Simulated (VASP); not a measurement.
Wanted: the native input for a VASP 6.6.1 run.

- Task: single point
- Functional: PBE
- Potentials or basis: VASP PAW PBE potentials, release 64 (Si, Sn_d)
- Cutoff: 520 eV
- k mesh: 8 × 8 × 8
- Occupations: gaussian, width 0.1 eV
- Spin: no spin polarisation
- Dipole correction: no
- Further INCAR settings: ALGO = Normal; EDIFF = 1e-06; NBANDS = 31

The structure of Si2Sn lies in POSCAR:

```
Si2Sn
1.0
    0.0000000000      3.8472125244      3.8472125244
    3.8472125244      0.0000000000      3.8472125244
    3.8472125244      3.8472125244      0.0000000000
Si Sn
4 2
Direct
    0.6250000000      0.6250000000      0.6250000000
    0.1250000000      0.6250000000      0.6250000000
    0.6250000000      0.6250000000      0.1250000000
    0.6250000000      0.1250000000      0.6250000000
    0.0000000000      0.0000000000      0.0000000000
    0.2500000000      0.2500000000      0.2500000000
```

One way to write it, as run:

INCAR

```
ALGO     = Normal         # electronic algorithm
EDIFF    = 1E-6           # SCF threshold, eV
ENCUT    = 520            # plane-wave cutoff, eV
GGA      = PE             # functional
ISIF     = 2              # what is computed and relaxed
ISMEAR   = 0              # smearing method
LASPH    = True           # aspherical terms in the spheres
LCHARG   = False          # write CHGCAR
LREAL    = False          # projectors in reciprocal space
LWAVE    = False          # write WAVECAR
NBANDS   = 31             # bands
NELM     = 100            # most SCF steps
PREC     = Accurate       # precision mode
SIGMA    = 0.1            # smearing width, eV
```

KPOINTS

```
k-points
0
Gamma
  8 8 8
```

Potentials or basis: VASP PAW PBE potentials, release 64 (Si, Sn_d).

Command:

```sh
$ cat potpaw_PBE.64/Si/POTCAR potpaw_PBE.64/Sn_d/POTCAR > POTCAR
$ mpirun -np 1 vasp_std > vasp.out
```

It gave:

| Property | Result |
| --- | --- |
| Pressure | -0.1 GPa |
| Band gap on the k mesh | zero (bands 22 and 23 overlap by 2.37 eV) |

Caveat: spin-orbit coupling is left out, which moves the levels of the heavy elements.

Run time: 49 s on 1 thread of AMD EPYC 9R45 96-Core Processor (Zen 5), on a shared host, peak memory 0.25 GiB.
